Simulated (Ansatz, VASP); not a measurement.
## CaO in VASP and in Ansatz

```
Ca O
1.0
     0.00000    2.41533    2.41533
     2.41533    0.00000    2.41533
     2.41533    2.41533    0.00000
Ca O
1 1
Direct
  0.00000 0.00000 0.00000
  0.50000 0.50000 0.50000
```

Alike in both runs: functional PBE; k mesh 7 × 7 × 7; occupations fermi-dirac, width 0.01 eV; no spin polarisation.

Ansatz relaxed the structure, and its values are those at the end. VASP's run is a single point on that final structure, the one shown.

|  | VASP | Ansatz |
| --- | --- | --- |
| version | VASP 6.6.1 | Ansatz 0.2.0 |
| potentials or method | VASP PAW PBE potentials, release 64 (Ca_sv, O), cutoff 600 eV | plane waves, PAW |
| valence electrons in the cell | 16 | 16 |

Ansatz gave:

```
pressure (GPa) : 0.0
```

Task: Which values does VASP return?

Result: Pressure (GPa): 0.4.
